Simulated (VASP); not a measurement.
Here is a VASP 6.6.1 calculation.

POSCAR

```
VWC2
1.0
    1.5467945743      0.8930422639      5.0306607640
   -1.5467945743      0.8930422639      5.0306607640
    0.0000000000     -1.7860845277      5.0306607640
W V C
1 1 2
Direct
    0.0000000000      0.0000000000      0.0000000000
    0.5000000000      0.5000000000      0.5000000000
    0.2464940000      0.2464940000      0.2464940000
    0.7535060000      0.7535060000      0.7535060000
```

Contents of INCAR.step1:

```
SYSTEM = VWC2
PREC = Accurate ; ENCUT = 520
ISMEAR = -1 ; SIGMA = 0.05
LREAL = .FALSE. ; LASPH = .TRUE.
NELM = 150 ; ISPIN = 2
MAGMOM = 0 2 0 0 ; LMAXMIX = 4
NBANDS = 30 ; GGA = PE
ALGO = Normal ; EDIFF = 1E-4
LWAVE = .TRUE. ; LCHARG = .FALSE.
```

Contents of INCAR.step2:

```
SYSTEM = VWC2
PREC = Accurate ; ENCUT = 520
EDIFF = 1E-6 ; ISMEAR = -1
SIGMA = 0.05 ; LREAL = .FALSE.
LASPH = .TRUE. ; NELM = 150
ALGO = Normal ; ISIF = 2
LWAVE = .FALSE. ; LCHARG = .FALSE.
ISPIN = 2 ; MAGMOM = 0 2 0 0
LORBIT = 11 ; LMAXMIX = 4
METAGGA = R2SCAN ; LMIXTAU = .TRUE.
NBANDS = 30 ; ISTART = 1
```

Contents of KPOINTS:

```
Automatic mesh
0
G
  10 10 10
  0 0 0
```

Potentials or basis: VASP PAW PBE potentials, release 64 (W_sv, V_sv, C).

Run with:

```console
$ cat potpaw_PBE.64/W_sv/POTCAR potpaw_PBE.64/V_sv/POTCAR potpaw_PBE.64/C/POTCAR > POTCAR
$ cp INCAR.step1 INCAR
$ mpirun -np 1 vasp_std > vasp.out
$ cp INCAR.step2 INCAR
$ mpirun -np 1 vasp_std > vasp.out
```

Task: Estimate the largest force.

Result: 0.397 eV/Å.

Task: Estimate the net moment.

Result: -0.01 μB per cell.

Task: What does it give for the pressure?

Result: -21.2 GPa.

Forces in eV/Å, atoms in the order of the input:
```
W    0.000  0.000  0.000
V    0.000  0.000  0.000
C    0.000  0.000  0.397
C    0.000  0.000 -0.397
```

Caveat: the cell stands under tension; the moments typed at the start vanished in this run; the PAW data sets were made with another functional, which shifts forces and pressure a little.
